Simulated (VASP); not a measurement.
# Ni (Pm-3m) in VASP: a series of runs

The runs below take Ni through single point, with PBE.

Program: VASP 6.6.1. These are calculated values, not measurements. Logs are shortened: lines on timing, memory, paths and dates and some standing lists are left out, and cuts for length are marked.

## (1) The cell of the first run

The structure is cubic, space group Pm-3m (No. 221). The conventional cell has a = 2.325 Å, b = 2.325 Å, c = 2.325 Å, α = 90.00°, β = 90.00°, γ = 90.00°. Within 3.1 Å of Ni (site symmetry m-3m) lie 6 Ni at 2.32 Å.

This isn't the form of Ni at room conditions, which is fcc.

## (2) Single point, PBE

Contents of INCAR:

```
PREC     = Accurate       # precision mode
ENCUT    = 520            # plane-wave cutoff, eV
EDIFF    = 1E-6           # SCF threshold, eV
ISMEAR   = -1             # smearing method
SIGMA    = 0.06122561905347299 # smearing width, eV
LREAL    = False          # projectors in reciprocal space
LASPH    = True           # aspherical terms in the spheres
NELM     = 60             # most SCF steps
ALGO     = Normal         # electronic algorithm
ISIF     = 2              # what is computed and relaxed
LWAVE    = False          # write WAVECAR
LCHARG   = True           # write CHGCAR
GGA      = PE             # functional
LELF     = True           # ELF
LVHAR    = True         
NBANDS   = 11             # bands
```

Contents of KPOINTS:

```
regular mesh
0
Gamma
  46 46 46
```

Contents of POSCAR:

```
Ni
1.0
    2.3248255930      0.0000000000      0.0000000000
    0.0000000000      2.3248255930      0.0000000000
    0.0000000000      0.0000000000      2.3248255930
Ni
1
Direct
    0.0000000000      0.0000000000      0.0000000000
```

Potentials or basis: VASP PAW PBE potentials, release 64 (Ni).

Started as:

```
> cat potpaw_PBE.64/Ni/POTCAR > POTCAR
> mpirun -np 1 vasp_std > vasp.out
```

OUTCAR:

```text
PREC = Accurate
   ENCUT = 520
   EDIFF = 1E-6
   ISMEAR = -1
   LREAL = False
   LASPH = True
   NELM = 60
   ISIF = 2
   GGA = PE

 ion  position               nearest neighbor table
   1  0.000  0.000  0.000-

  LATTYP: Found a simple cubic cell.
 ALAT       =     2.3248255930

  Lattice vectors:

 A1 = (   2.3248255930,   0.0000000000,   0.0000000000)
 A2 = (   0.0000000000,   2.3248255930,   0.0000000000)
 A3 = (   0.0000000000,   0.0000000000,   2.3248255930)

Analysis of symmetry for initial positions (statically):
=====================================================================
 Subroutine PRICEL returns:
 Original cell was already a primitive cell.

 Routine SETGRP: Setting up the symmetry group for a
 simple cubic supercell.

 Subroutine GETGRP returns: Found 48 space group operations
 (whereof 48 operations were pure point group operations)
 out of a pool of 48 trial point group operations.

The static configuration has the point symmetry O_h .

Analysis of symmetry for dynamics (positions and initial velocities):
=====================================================================
 Subroutine PRICEL returns:
 Original cell was already a primitive cell.

 Routine SETGRP: Setting up the symmetry group for a
 simple cubic supercell.

 Subroutine GETGRP returns: Found 48 space group operations
 (whereof 48 operations were pure point group operations)
 out of a pool of 48 trial point group operations.

The dynamic configuration has the point symmetry O_h .

 Subroutine INISYM returns: Found 48 space group operations
 (whereof 48 operations are pure point group operations),
 and found     1 'primitive' translations

----------------------------------------------------------------------------------------

                                     Primitive cell

  volume of cell :      12.5653

  direct lattice vectors                    reciprocal lattice vectors
     2.324825593  0.000000000  0.000000000     0.430139793  0.000000000  0.000000000
     0.000000000  2.324825593  0.000000000     0.000000000  0.430139793  0.000000000
     0.000000000  0.000000000  2.324825593     0.000000000  0.000000000  0.430139793

  length of vectors
     2.324825593  2.324825593  2.324825593     0.430139793  0.430139793  0.430139793

  position of ions in fractional coordinates (direct lattice)
     0.000000000  0.000000000  0.000000000

  ion indices of the primitive-cell ions
   primitive index   ion index
                 1           1

----------------------------------------------------------------------------------------

 KPOINTS: regular mesh

Automatic generation of k-mesh.
 Grid dimensions read from file:
 generate k-points for:   46   46   46

 Generating k-lattice:

  Cartesian coordinates                     Fractional coordinates (reciprocal lattice)
     0.009350865  0.000000000  0.000000000     0.021739130  0.000000000  0.000000000
     0.000000000  0.009350865  0.000000000     0.000000000  0.021739130  0.000000000
     0.000000000  0.000000000  0.009350865     0.000000000  0.000000000  0.021739130

  Length of vectors
     0.009350865  0.009350865  0.009350865

  Shift w.r.t. Gamma in fractional coordinates (k-lattice)
     0.000000000  0.000000000  0.000000000

 Subroutine IBZKPT returns following result:
 ===========================================

 Found   2600 irreducible k-points:

 Following reciprocal coordinates:
            Coordinates               Weight
  0.000000  0.000000  0.000000      1.000000
  0.021739  0.000000  0.000000      6.000000
  0.043478  0.000000  0.000000      6.000000
  0.065217  0.000000  0.000000      6.000000
  0.086957  0.000000  0.000000      6.000000
  0.108696  0.000000  0.000000      6.000000
[... 16 lines left out ...]
  0.478261  0.000000  0.000000      6.000000
  0.500000  0.000000  0.000000      3.000000
 [... further k-points ...]
   k-points           NKPTS =   2600   k-points in BZ     NKDIM =   2600   number of bands    NBANDS=     11
   number of dos      NEDOS =    301   number of ions     NIONS =      1
   total plane-waves  NPLWV =   5832
   dimension x,y,z NGX =    18 NGY =   18 NGZ =   18
   dimension x,y,z NGXF=    36 NGYF=   36 NGZF=   36
   ions per type =               1
   NGX,Y,Z   is equivalent  to a cutoff of  12.87, 12.87, 12.87 a.u.
   NGXF,Y,Z  is equivalent  to a cutoff of  25.74, 25.74, 25.74 a.u.
 SYSTEM =  unknown system
   PREC   = accura    normal or accurate (medium, high low for compatibility)
   ISTART =      0    job   : 0-new  1-cont  2-samecut
   ICHARG =      2    charge: 1-file 2-atom 10-const
   ISPIN  =      1    spin polarized calculation?
   LNONCOLLINEAR =      F non collinear calculations
   LSORBIT =      F    spin-orbit coupling
   LASPH  =      T    aspherical Exc in radial PAW
   ENCUT  =  520.0 eV  38.22 Ry    6.18 a.u.   4.32  4.32  4.32*2*pi/ulx,y,z
   NELM   =     60;   NELMIN=  2; NELMDL= -5     # of ELM steps
   EDIFF  = 0.1E-05   stopping-criterion for ELM
   LREAL  =      F    real-space projection
   EDIFFG = 0.1E-04   stopping-criterion for IOM
   NSW    =      0    number of steps for IOM
   IBRION =     -1    ionic relax: 0-MD 1-quasi-New 2-CG
   NFREE  =      0    steps in history (QN), initial steepest desc. (CG)
   ISIF   =      2    stress and relaxation
   ISYM   =      2    0-nonsym 1-usesym 2-fastsym
   POTIM  = 0.5000    time-step for ionic-motion
   TEBEG  =    0.0;   TEEND  =   0.0 temperature during run
   PSTRESS=    0.0 pullay stress
   NELECT =      10.0000    total number of electrons
   NUPDOWN=      -1.0000    fix difference up-down
   EMIN   =  10.00;   EMAX   =-10.00  energy-range for DOS
   EFERMI =   0.00;   METHOD = LEGACY
   ISMEAR =    -1;   SIGMA  =   0.06  broadening in eV -4-tet -1-fermi 0-gaus
   EFERMI_NEDOS =   21; number of points for ismear=-14 and -15
   IALGO  =     38    algorithm
   IMIX   =      4    mixing-type and parameters
     AMIX     =   0.40;   BMIX     =  1.00
     AMIX_MAG =   1.60;   BMIX_MAG =  1.00
  volume/ion in A,a.u.               =      12.57        84.79
  Fermi-wavevector in a.u.,A,eV,Ry     =   1.517112  2.866927 31.315582  2.301630
  Thomas-Fermi vector in A             =   2.626412
   LORBIT       =      0    0 simple, 1 ext, 2 COOP (PROOUT), +10 PAW based schemes
   GGA     = PE    functional components
   LHFCALC =     F    Hartree Fock is set to
   AEXX    =    0.0000 exact exchange contribution
   IVDW    =     0    specifies the selected vdW correction
   LEPSILON=     F    determine dielectric tensor
   LRPA    =     F    only Hartree local field effects (RPA)
 non-spin polarized calculation
  energy-cutoff  :      520.00
  volume of cell :       12.57
 maximum number of plane-waves:       356
 NGX is ok and might be reduce to    18
   NGX =  9   NGY =  9   NGZ =  9

 number of electron      10.0000019 magnetization

 Free energy of the ion-electron system (eV)
  ---------------------------------------------------
  ext. energy  EPLUGINS =         0.00000000
  ---------------------------------------------------
  free energy    TOTEN  =        -4.77258670 eV

  energy without entropy =       -4.74094897  energy(sigma->0) =       -4.75676784

 E-fermi :   7.4120     XC(G=0): -12.3242

 val. band max:        7.4118954766   @ k =   0.4565   0.1304   0.0000
 cond. band min:       7.4120174721   @ k =   0.1739   0.0652   0.0652
 fundamental gap:      0.0001219955
 Fermi energy:         7.4119783824

 k-point     1 :       0.0000    0.0000    0.0000
  band No.  band energies     occupation
      1      -0.4932      2.00000
      2       4.1400      2.00000
      3       4.1400      2.00000
      4       7.4781      0.50714
      5       7.4781      0.50714
      6       7.4781      0.50714
      7      26.9804      0.00000
      8      26.9804      0.00000
      9      26.9804      0.00000
     10      30.7982      0.00000
     11      30.7982      0.00000

 k-point     2 :       0.0217    0.0000    0.0000
  band No.  band energies     occupation
      1      -0.4791      2.00000
      2       4.1420      2.00000
      3       4.1463      2.00000
      4       7.4727      0.54112
      5       7.4727      0.54112
      6       7.4785      0.50450
      7      26.7304      0.00000
      8      26.9995      0.00000
      9      26.9995      0.00000
     10      30.8015      0.00000
     11      31.0021      0.00000

 k-point     3 :       0.0435    0.0000    0.0000
  band No.  band energies     occupation
      1      -0.4370      2.00000
      2       4.1478      2.00000
      3       4.1650      2.00000
      4       7.4567      0.65020
      5       7.4567      0.65020
      6       7.4798      0.49667
      7      26.1090      0.00000
      8      27.0567      0.00000
      9      27.0567      0.00000
     10      30.8112      0.00000
     11      31.4714      0.00000

 k-point     4 :       0.0652    0.0000    0.0000
  band No.  band energies     occupation
      1      -0.3671      2.00000
      2       4.1575      2.00000
      3       4.1960      2.00000
      4       7.4305      0.84997
      5       7.4305      0.84997
      6       7.4819      0.48398
      7      25.3037      0.00000
      8      27.1515      0.00000
      9      27.1515      0.00000
     10      30.8274      0.00000
     11      31.9861      0.00000

 k-point     5 :       0.0870    0.0000    0.0000
  band No.  band energies     occupation
      1      -0.2697      2.00000
      2       4.1708      2.00000
      3       4.2389      2.00000
      4       7.3947      1.14044
      5       7.3947      1.14043
      6       7.4848      0.46691
      7      24.4179      0.00000
      8      27.2835      0.00000
      9      27.2835      0.00000
     10      30.8501      0.00000
     11      32.4201      0.00000
[... 211 lines left out ...]
 k-point    21 :       0.4348    0.0000    0.0000
  band No.  band energies     occupation
      1       3.4708      2.00000
      2       4.5584      2.00000
      3       6.1712      2.00000
      4       6.4655      2.00000
      5       6.4655      2.00000
      6       7.5667      0.14803
      7      11.9581      0.00000
      8      31.8948      0.00000
      9      33.3459      0.00000
     10      33.3459      0.00000
     11      34.1402      0.00000

 k-point    22 :       0.4565    0.0000    0.0000
  band No.  band energies     occupation
      1       3.6022      2.00000
      2       4.5687      2.00000
      3       6.3163      2.00000
      4       6.4433      2.00000
      5       6.4433      2.00000
      6       7.5688      0.14336
      7      11.6001      0.00000
      8      31.9427      0.00000
      9      33.8149      0.00000
     10      33.8149      0.00000
     11      34.1670      0.00000

 k-point    23 :       0.4783    0.0000    0.0000
  band No.  band energies     occupation
      1       3.6823      2.00000
      2       4.5750      2.00000
      3       6.4175      2.00000
      4       6.4299      2.00000
      5       6.4299      2.00000
      6       7.5701      0.14059
      7      11.3703      0.00000
      8      31.9730      0.00000
      9      34.1834      0.00000
     10      34.1856      0.00000
     11      34.1856      0.00000

 k-point    24 :       0.5000    0.0000    0.0000
  band No.  band energies     occupation
      1       3.7091      2.00000
      2       4.5771      2.00000
      3       6.4254      2.00000
      4       6.4254      2.00000
      5       6.4541      2.00000
      6       7.5705      0.13968
      7      11.2906      0.00000
      8      31.9834      0.00000
      9      34.1889      0.00000
     10      34.3377      0.00000
     11      34.3377      0.00000

 [... further k-points ...]

------------------------ aborting loop because EDIFF is reached ----------------------------------------

  FORCE on cell =-STRESS in cart. coord.  units (eV):
  Direction    XX          YY          ZZ          XY          YZ          ZX
  --------------------------------------------------------------------------------------
  -------------------------------------------------------------------------------------
  Total       -0.0085648     -0.0085648     -0.0085648      0.0000000      0.0000000      0.0000000
  in kB       -1.0920846     -1.0920846     -1.0920846      0.0000000      0.0000000      0.0000000
  external PRESSURE =      -1.0920846 kB  Pullay stress =       0.0000000 kB

 VOLUME and BASIS-vectors are now :
 -----------------------------------------------------------------------------
  energy-cutoff  :      520.00
  volume of cell :       12.57
      direct lattice vectors                 reciprocal lattice vectors
     2.324825593  0.000000000  0.000000000     0.430139793  0.000000000  0.000000000
     0.000000000  2.324825593  0.000000000     0.000000000  0.430139793  0.000000000
     0.000000000  0.000000000  2.324825593     0.000000000  0.000000000  0.430139793

 POSITION                                       TOTAL-FORCE (eV/Angst)
 -----------------------------------------------------------------------------------
      0.00000      0.00000      0.00000         0.000000      0.000000      0.000000
 -----------------------------------------------------------------------------------
    total drift:                               -0.000000      0.000000      0.000000

  FREE ENERGIE OF THE ION-ELECTRON SYSTEM (eV)
  ---------------------------------------------------
  free  energy   TOTEN  =        -4.7725867030 eV

  energy  without entropy=       -4.7409489718  energy(sigma->0) =       -4.75676784
```

Wall time 3.6 min (1 thread of Intel Xeon Platinum 8259CL at 2.50GHz (Skylake/Cascade Lake), shared host); peak memory 0.44 GiB.

Results:

```
Free energy            : -4.7726 eV
Pressure               : -0.1 GPa
Band gap on the k mesh : zero (bands 5 and 6 overlap by 1.28 eV)
```

Caveat: the run has no spin polarisation, though such a crystal can be magnetic. Spin polarisation is off, so any magnetic state and its effect on volume and gap are missing.

## (3) Single point, PBE

This run uses another cell than the first one, of 12.82 Å³/atom.

Contents of INCAR:

```
SYSTEM = Ni
ALGO = Normal
EDIFF = 1E-7
ENCUT = 520
GGA = PE
ISIF = 2
ISMEAR = -1
LASPH = .TRUE.
LCHARG = .FALSE.
LREAL = .FALSE.
LWAVE = .FALSE.
NBANDS = 11
NELM = 100
PREC = Accurate
SIGMA = 0.06122561905347299
```

Contents of KPOINTS:

```
k-points
0
G
  46 46 46
  0 0 0
```

Contents of POSCAR:

```
Ni
1.0
    2.3402222376      0.0000000000      0.0000000000
    0.0000000000      2.3402222376      0.0000000000
    0.0000000000      0.0000000000      2.3402222376
Ni
1
Direct
    0.0000000000      0.0000000000      0.0000000000
```

Potentials or basis: VASP PAW PBE potentials, release 64 (Ni).

Started as:

```
> cat potpaw_PBE.64/Ni/POTCAR > POTCAR
> mpirun -np 1 vasp_std > vasp.out
```

Wall time 3.3 min (1 thread of Intel Xeon Platinum 8259CL at 2.50GHz (Skylake/Cascade Lake), shared host); peak memory 0.45 GiB.

The run converged. Its results:

```
Free energy            : -4.7702 eV
Pressure               : -2.9 GPa
Band gap on the k mesh : zero (bands 5 and 6 overlap by 1.24 eV)
```

Levels at points of the mesh, in eV from the Fermi level:
```
           k point  band 2  band 3  band 4  band 5  band 6  band 7  band 8  band 9
(0.00, 0.00, 0.00)   -3.18   -3.18    0.06    0.06    0.06   19.33   19.33   19.33
(0.50, 0.00, 0.00)   -2.76   -0.96   -0.96   -0.90    0.15    3.78   24.38   26.49
(0.50, 0.50, 0.00)   -2.44   -0.75   -0.75    0.75    5.25    5.25   11.21   11.34
(0.50, 0.50, 0.50)   -2.83   -2.83    0.80    0.80   11.73   11.73   11.73   13.85
```

Caveat: the run has no spin polarisation, though such a crystal can be magnetic. Spin polarisation is off, so any magnetic state and its effect on volume and gap are missing.

(Part 1 of 2 ends here.)
